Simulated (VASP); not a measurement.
Set up this calculation in VASP 6.6.1, as the native input.

| Property | Result |
| --- | --- |
| Task | single point |
| Functional | r2SCAN |
| Potentials or basis | VASP PAW PBE potentials, release 64 (Pt) |
| Cutoff | 520 eV |
| k mesh | 18 × 18 × 18 |
| Occupations | gaussian, width 0.1 eV |
| Spin | no spin polarisation |
| Dipole correction | no |
| Further INCAR settings | ALGO = Normal; EDIFF = 1e-06; NBANDS = 11 |

The system is Pt.

```
Pt
1.0
     0.00000    1.97011    1.97011
     1.97011    0.00000    1.97011
     1.97011    1.97011    0.00000
Pt
1
Direct
  0.00000 0.00000 0.00000
```

One way to write it, as run:

POSCAR

```
Pt
1.0
    0.0000000000      1.9701103812      1.9701103812
    1.9701103812      0.0000000000      1.9701103812
    1.9701103812      1.9701103812      0.0000000000
Pt
1
Direct
    0.0000000000      0.0000000000      0.0000000000
```

INCAR.step1

```
SYSTEM = Pt
PREC     = Accurate       ! precision mode
ENCUT    = 520            ! plane-wave cutoff, eV
ISMEAR   = 0              ! smearing method
SIGMA    = 0.1            ! smearing width, eV
LREAL    = .FALSE.        ! projectors in reciprocal space
LASPH    = .TRUE.         ! aspherical terms in the spheres
NELM     = 80             ! most SCF steps
NBANDS   = 11             ! bands
GGA      = PE             ! functional
ALGO     = Normal         ! electronic algorithm
EDIFF    = 1E-4           ! SCF threshold, eV
LWAVE    = .TRUE.         ! write WAVECAR
LCHARG   = .FALSE.        ! write CHGCAR
```

INCAR.step2

```
SYSTEM = Pt
PREC     = Accurate       ! precision mode
ENCUT    = 520            ! plane-wave cutoff, eV
EDIFF    = 1E-6           ! SCF threshold, eV
ISMEAR   = 0              ! smearing method
SIGMA    = 0.1            ! smearing width, eV
LREAL    = .FALSE.        ! projectors in reciprocal space
LASPH    = .TRUE.         ! aspherical terms in the spheres
NELM     = 80             ! most SCF steps
ALGO     = Normal         ! electronic algorithm
ISIF     = 2              ! what is computed and relaxed
LWAVE    = .FALSE.        ! write WAVECAR
LCHARG   = .TRUE.         ! write CHGCAR
METAGGA  = R2SCAN         ! meta-GGA
LMIXTAU  = .TRUE.       
LELF     = .TRUE.         ! ELF
LVHAR    = .TRUE.       
NBANDS   = 11             ! bands
ISTART   = 1
```

KPOINTS

```
Automatic mesh
0
G
  18 18 18
  0 0 0
```

Potentials or basis: VASP PAW PBE potentials, release 64 (Pt).

Run with:

```console
$ cat potpaw_PBE.64/Pt/POTCAR > POTCAR
$ cp INCAR.step1 INCAR
$ mpirun -np 1 vasp_std > vasp.out
$ cp INCAR.step2 INCAR
$ mpirun -np 1 vasp_std > vasp.out
```

It gave:

```json
{
 "Pressure": "0.7 GPa",
 "Band gap on the k mesh": "zero (band 5 reaches 11.26 eV, above the bottom of band 6 at 8.94 eV)"
}
```

Caveat: the PAW data sets were made with another functional, which shifts forces and pressure a little; spin-orbit coupling is left out, which moves the levels of the heavy elements.

It used 120 s of CPU time on 1 thread of AMD EPYC 7R13 Processor (Zen 3) (shared host).
